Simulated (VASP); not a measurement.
# PbSe (Fm-3m) in VASP: a series of runs

The runs below take PbSe through single point, with PBE, LDA.

All numbers are computed with VASP 6.6.1; they aren't measurements. Logs are shortened: lines on timing, memory, paths and dates and some standing lists are left out, and cuts for length are marked.

**1. The cell of the first run**

Symmetry: Fm-3m, No. 225, cubic system. The conventional cell has a = 6.177 Å, b = 6.177 Å, c = 6.177 Å, α = 90.00°, β = 90.00°, γ = 90.00°. Pb (site symmetry m-3m) has 6 Se at 3.09 Å within 4.1 Å. Within 4.1 Å of Se (site symmetry m-3m) lie 6 Pb at 3.09 Å.

**2. Single point, PBE**

File INCAR:

```
SYSTEM = PbSe
  PREC = Accurate
  ENCUT = 520
  EDIFF = 1E-6
  ISMEAR = 0
  SIGMA = 0.01
  LREAL = .False.
  LASPH = .True.
  NELM = 60
  ALGO = Normal
  ISIF = 2
  LWAVE = .False.
  LCHARG = .False.
  GGA = PE
  NBANDS = 17
```

File KPOINTS:

```
Automatic mesh
0
Gamma
  4 4 4
  0 0 0
```

File POSCAR:

```
PbSe
1.0
    0.0000000000      3.0887022143      3.0887022143
    3.0887022143      0.0000000000      3.0887022143
    3.0887022143      3.0887022143      0.0000000000
Pb Se
1 1
Direct
    0.0000000000      0.0000000000      0.0000000000
    0.5000000000      0.5000000000      0.5000000000
```

Potentials or basis: VASP PAW PBE potentials, release 64 (Pb_d, Se).

The run is started by

```console
> cat potpaw_PBE.64/Pb_d/POTCAR potpaw_PBE.64/Se/POTCAR > POTCAR
> mpirun -np 1 vasp_std > vasp.out
```

OUTCAR:

```text
SYSTEM = PbSe
   PREC = Accurate
   ENCUT = 520
   EDIFF = 1E-6
   ISMEAR = 0
   LREAL = .False.
   LASPH = .True.
   NELM = 60
   ISIF = 2
   GGA = PE

 ion  position               nearest neighbor table
   1  0.000  0.000  0.000-   2 3.09   2 3.09   2 3.09   2 3.09   2 3.09   2 3.09
   2  0.500  0.500  0.500-   1 3.09   1 3.09   1 3.09   1 3.09   1 3.09   1 3.09

  LATTYP: Found a face centered cubic cell.
 ALAT       =     6.1774044286

  Lattice vectors:

 A1 = (   0.0000000000,   3.0887022143,   3.0887022143)
 A2 = (   3.0887022143,   0.0000000000,   3.0887022143)
 A3 = (   3.0887022143,   3.0887022143,   0.0000000000)

Analysis of symmetry for initial positions (statically):
=====================================================================
 Subroutine PRICEL returns:
 Original cell was already a primitive cell.

 Routine SETGRP: Setting up the symmetry group for a
 face centered cubic supercell.

 Subroutine GETGRP returns: Found 48 space group operations
 (whereof 48 operations were pure point group operations)
 out of a pool of 48 trial point group operations.

The static configuration has the point symmetry O_h .

Analysis of symmetry for dynamics (positions and initial velocities):
=====================================================================
 Subroutine PRICEL returns:
 Original cell was already a primitive cell.

 Routine SETGRP: Setting up the symmetry group for a
 face centered cubic supercell.

 Subroutine GETGRP returns: Found 48 space group operations
 (whereof 48 operations were pure point group operations)
 out of a pool of 48 trial point group operations.

The dynamic configuration has the point symmetry O_h .

 Subroutine INISYM returns: Found 48 space group operations
 (whereof 48 operations are pure point group operations),
 and found     1 'primitive' translations

----------------------------------------------------------------------------------------

                                     Primitive cell

  volume of cell :      58.9329

  direct lattice vectors                    reciprocal lattice vectors
     0.000000000  3.088702214  3.088702214    -0.161880287  0.161880287  0.161880287
     3.088702214  0.000000000  3.088702214     0.161880287 -0.161880287  0.161880287
     3.088702214  3.088702214  0.000000000     0.161880287  0.161880287 -0.161880287

  length of vectors
     4.368084562  4.368084562  4.368084562     0.280384881  0.280384881  0.280384881

  position of ions in fractional coordinates (direct lattice)
     0.000000000  0.000000000  0.000000000
     0.500000000  0.500000000  0.500000000

  ion indices of the primitive-cell ions
[... 58 lines left out ...]
   EDIFF  = 0.1E-05   stopping-criterion for ELM
   LREAL  =      F    real-space projection
   EDIFFG = 0.1E-04   stopping-criterion for IOM
   NSW    =      0    number of steps for IOM
   IBRION =     -1    ionic relax: 0-MD 1-quasi-New 2-CG
   NFREE  =      0    steps in history (QN), initial steepest desc. (CG)
   ISIF   =      2    stress and relaxation
   ISYM   =      2    0-nonsym 1-usesym 2-fastsym
   POTIM  = 0.5000    time-step for ionic-motion
   TEBEG  =    0.0;   TEEND  =   0.0 temperature during run
   PSTRESS=    0.0 pullay stress
   NELECT =      20.0000    total number of electrons
   NUPDOWN=      -1.0000    fix difference up-down
   EMIN   =  10.00;   EMAX   =-10.00  energy-range for DOS
   EFERMI =   0.00;   METHOD = LEGACY
   ISMEAR =     0;   SIGMA  =   0.01  broadening in eV -4-tet -1-fermi 0-gaus
   EFERMI_NEDOS =   21; number of points for ismear=-14 and -15
   IALGO  =     38    algorithm
   IMIX   =      4    mixing-type and parameters
     AMIX     =   0.40;   BMIX     =  1.00
     AMIX_MAG =   1.60;   BMIX_MAG =  1.00
  volume/ion in A,a.u.               =      29.47       198.85
  Fermi-wavevector in a.u.,A,eV,Ry     =   1.141911  2.157898 17.741452  1.303960
  Thomas-Fermi vector in A             =   2.278610
   LORBIT       =      0    0 simple, 1 ext, 2 COOP (PROOUT), +10 PAW based schemes
   GGA     = PE    functional components
   LHFCALC =     F    Hartree Fock is set to
   AEXX    =    0.0000 exact exchange contribution
   IVDW    =     0    specifies the selected vdW correction
   LEPSILON=     F    determine dielectric tensor
   LRPA    =     F    only Hartree local field effects (RPA)
 non-spin polarized calculation
 Gauss-broadening in eV      SIGMA  =   0.01
  energy-cutoff  :      520.00
  volume of cell :       58.93
 maximum number of plane-waves:      1604
   NGX = 17   NGY = 17   NGZ = 17

 number of electron      19.9999993 magnetization

 Free energy of the ion-electron system (eV)
  ---------------------------------------------------
  ext. energy  EPLUGINS =         0.00000000
  ---------------------------------------------------
  free energy    TOTEN  =        -8.18537079 eV

  energy without entropy =       -8.18537079  energy(sigma->0) =       -8.18537079

 E-fermi :   4.7793     XC(G=0):  -9.4075

 val. band max:        4.7098072717   @ k =   0.5000   0.0000   0.0000
 cond. band min:       5.0893759942   @ k =   0.5000   0.0000   0.0000
 fundamental gap:      0.3795687225
 Fermi energy:         4.7792850897

 k-point     1 :       0.0000    0.0000    0.0000
  band No.  band energies     occupation
      1     -12.0629      2.00000
      2     -12.0629      2.00000
      3     -12.0629      2.00000
      4     -12.0580      2.00000
      5     -12.0580      2.00000
      6      -8.6345      2.00000
[... 137 lines left out ...]
      4     -12.0517      2.00000
      5     -12.0229      2.00000
      6      -7.2723      2.00000
[... 9 lines left out ...]
     16      16.4130      0.00000
     17      17.2809      0.00000

------------------------ aborting loop because EDIFF is reached ----------------------------------------

  FORCE on cell =-STRESS in cart. coord.  units (eV):
  Direction    XX          YY          ZZ          XY          YZ          ZX
  --------------------------------------------------------------------------------------
  -------------------------------------------------------------------------------------
  Total        0.3445953      0.3445953      0.3445953      0.0000000      0.0000000     -0.0000000
  in kB        9.3683210      9.3683210      9.3683210      0.0000000      0.0000000     -0.0000000
  external PRESSURE =       9.3683210 kB  Pullay stress =       0.0000000 kB

 VOLUME and BASIS-vectors are now :
 -----------------------------------------------------------------------------
  energy-cutoff  :      520.00
  volume of cell :       58.93
      direct lattice vectors                 reciprocal lattice vectors
     0.000000000  3.088702214  3.088702214    -0.161880287  0.161880287  0.161880287
     3.088702214  0.000000000  3.088702214     0.161880287 -0.161880287  0.161880287
     3.088702214  3.088702214  0.000000000     0.161880287  0.161880287 -0.161880287

 POSITION                                       TOTAL-FORCE (eV/Angst)
 -----------------------------------------------------------------------------------
      0.00000      0.00000      0.00000        -0.000000     -0.000000      0.000000
      3.08870      3.08870      3.08870         0.000000      0.000000     -0.000000
 -----------------------------------------------------------------------------------
    total drift:                                0.000000     -0.000000     -0.000000

  FREE ENERGIE OF THE ION-ELECTRON SYSTEM (eV)
  ---------------------------------------------------
  free  energy   TOTEN  =        -8.1853707891 eV

  energy  without entropy=       -8.1853707891  energy(sigma->0) =       -8.18537079
```

OSZICAR:

```text
N       E                     dE             d eps       ncg     rms          rms(c)
DAV:   1     0.161889050431E+03    0.16189E+03   -0.95148E+03   272   0.119E+03
DAV:   2     0.351637260954E+01   -0.15837E+03   -0.15287E+03   273   0.305E+02
DAV:   3    -0.824087452533E+01   -0.11757E+02   -0.11682E+02   386   0.896E+01
DAV:   4    -0.848359881126E+01   -0.24272E+00   -0.24264E+00   320   0.151E+01
DAV:   5    -0.849244437928E+01   -0.88456E-02   -0.88452E-02   388   0.278E+00    0.272E+00
DAV:   6    -0.818695830222E+01    0.30549E+00   -0.79264E-01   420   0.579E+00    0.151E+00
DAV:   7    -0.818238000698E+01    0.45783E-02   -0.12206E-01   324   0.165E+00    0.852E-01
DAV:   8    -0.818581966614E+01   -0.34397E-02   -0.14168E-02   352   0.127E+00    0.194E-01
DAV:   9    -0.818527844509E+01    0.54122E-03   -0.30107E-03   399   0.505E-01    0.552E-02
DAV:  10    -0.818536460626E+01   -0.86161E-04   -0.22995E-04   305   0.865E-02    0.204E-02
DAV:  11    -0.818537056723E+01   -0.59610E-05   -0.50971E-05   366   0.708E-02    0.625E-03
DAV:  12    -0.818537078908E+01   -0.22184E-06   -0.29950E-06   323   0.135E-02
   1 F= -.81853708E+01 E0= -.81853708E+01  d E =-.382987E-24
```

Run time: 9.3 s. Hardware: 1 thread of Intel Xeon 8259CL, shared host; peak memory 0.17 GiB.

Results:

* Free energy: -8.1854 eV
* Pressure: 0.9 GPa
* Band gap on the k mesh: 0.38 eV, direct

Caveat: the k points lie up to 0.44 Å⁻¹ apart; spin-orbit coupling is left out, which moves the levels of the heavy elements.

**3. Single point, LDA**

File INCAR:

```
SYSTEM = PbSe
PREC = Accurate
ENCUT = 520
EDIFF = 1E-6
ISMEAR = 0
SIGMA = 0.01
LREAL = .FALSE.
LASPH = .TRUE.
NELM = 80
ALGO = Normal
ISIF = 2
LWAVE = .FALSE.
LCHARG = .TRUE.
LELF = .TRUE.
LVHAR = .TRUE.
NBANDS = 17
```

File KPOINTS:

```
regular mesh
0
G
  4 4 4
  0 0 0
```

POSCAR is that of step 2.

Potentials or basis: VASP PAW LDA potentials, release 64 (Pb_d, Se).

The run is started by

```console
> cat potpaw_LDA.64/Pb_d/POTCAR potpaw_LDA.64/Se/POTCAR > POTCAR
> mpirun -np 1 vasp_std > vasp.out
```

Wall time 9 s (1 thread of Intel Xeon 8259CL, shared host); peak memory 0.15 GiB.

It converged, with:

```
Free energy            : -9.4096 eV
Pressure               : -3.3 GPa
Band gap on the k mesh : 0.25 eV, direct
```

Levels at points of the mesh, in eV from the valence-band top:
| k point | band 6 | band 7 | band 8 | band 9 | band 10 | band 11 | band 12 | band 13 | band 14 | band 15 |
| --- | --- | --- | --- | --- | --- | --- | --- | --- | --- | --- |
| (0.00, 0.00, 0.00) | -13.37 | -6.40 | -1.73 | -1.73 | -1.73 | 4.56 | 4.56 | 4.56 | 6.55 | 6.55 |
| (0.50, 0.00, 0.00) | -12.36 | -8.69 | -1.32 | -1.32 | 0.00 | 0.25 | 1.68 | 1.68 | 8.40 | 10.05 |
| (0.50, 0.50, 0.00) | -12.02 | -7.38 | -4.77 | -3.05 | -3.05 | 3.75 | 5.43 | 5.43 | 5.85 | 11.29 |

Caveat: the k points lie up to 0.44 Å⁻¹ apart; spin-orbit coupling is left out, which moves the levels of the heavy elements. A k mesh can miss the band edges.
